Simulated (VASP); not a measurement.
A run of VASP 6.6.1:

Contents of INCAR:

```
SYSTEM = Tl
PREC     = Accurate       ! precision mode
ENCUT    = 520            ! plane-wave cutoff, eV
EDIFF    = 1E-6           ! SCF threshold, eV
ISMEAR   = 0              ! smearing method
SIGMA    = 0.1            ! smearing width, eV
LREAL    = .FALSE.        ! projectors in reciprocal space
LASPH    = .TRUE.         ! aspherical terms in the spheres
NELM     = 80             ! most SCF steps
ALGO     = Normal         ! electronic algorithm
ISIF     = 2              ! what is computed and relaxed
LWAVE    = .FALSE.        ! write WAVECAR
LCHARG   = .FALSE.        ! write CHGCAR
GGA      = PE             ! functional
NBANDS   = 12             ! bands
```

The input KPOINTS:

```
regular mesh
0
G
  10 10 10
  0 0 0
```

The input POSCAR:

```
Tl
1.0
   -2.0036635363      2.0036635363      1.9346952254
    2.0036635363     -2.0036635363      1.9346952254
    2.0036635363      2.0036635363     -1.9346952254
Tl
1
Direct
    0.0000000000      0.0000000000      0.0000000000
```

Potentials or basis: VASP PAW PBE potentials, release 64 (Tl_d).

The run is started by

```sh
$ cat potpaw_PBE.64/Tl_d/POTCAR > POTCAR
$ mpirun -np 1 vasp_std > vasp.out
```

Hardware: 1 thread of Intel(R) Xeon(R) Platinum 8488C (Sapphire Rapids), with other jobs on the host.

Problem. Estimate the wall time of this run.

Solution. Run time: 22 s on 1 thread of Intel(R) Xeon(R) Platinum 8488C (Sapphire Rapids) (shared host), peak memory 0.18 GiB. Counts: scf iterations 11, k points 102.
